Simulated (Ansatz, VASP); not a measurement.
One calculation of Zr3SnSe, two programs

```xyz
5
Lattice="5.5134 0.0000 0.0000 0.0000 5.5134 0.0000 0.0000 0.0000 4.9548" Properties=species:S:1:pos:R:3 pbc="T T T"
Zr    2.7567    2.7567    0.0000
Zr    0.0000    2.7567    2.4774
Zr    2.7567    0.0000    2.4774
Sn    0.0000    0.0000    2.4774
Se    2.7567    2.7567    2.4774
```

Alike in both runs: functional PBE; k mesh 8 × 8 × 8; occupations gaussian, width 0.1 eV; no spin polarisation.

Ansatz relaxed the structure, and its values are those at the end. VASP's run is a single point on that final structure, the one shown.

|  | VASP | Ansatz |
| --- | --- | --- |
| version | VASP 6.6.1 | Ansatz 0.2.0 |
| potentials or method | VASP PAW PBE potentials, release 64 (Zr_sv, Sn_d, Se), cutoff 520 eV | scalar-relativistic, plane waves, PAW |
| valence electrons in the cell | 56 | 66 |

|  | VASP | Ansatz | Ansatz less VASP |
| --- | --- | --- | --- |
| gap on the k mesh at the Fermi level (eV) | none | none | - |
| pressure (GPa) | 0.0 | 0.0 | -0.04 |

A gap of «none» marks a metal or a gap that the smearing closes. VASP's potentials hold 56 valence electrons a cell and Ansatz's 66, so a difference there can come from the potentials and not from the codes.
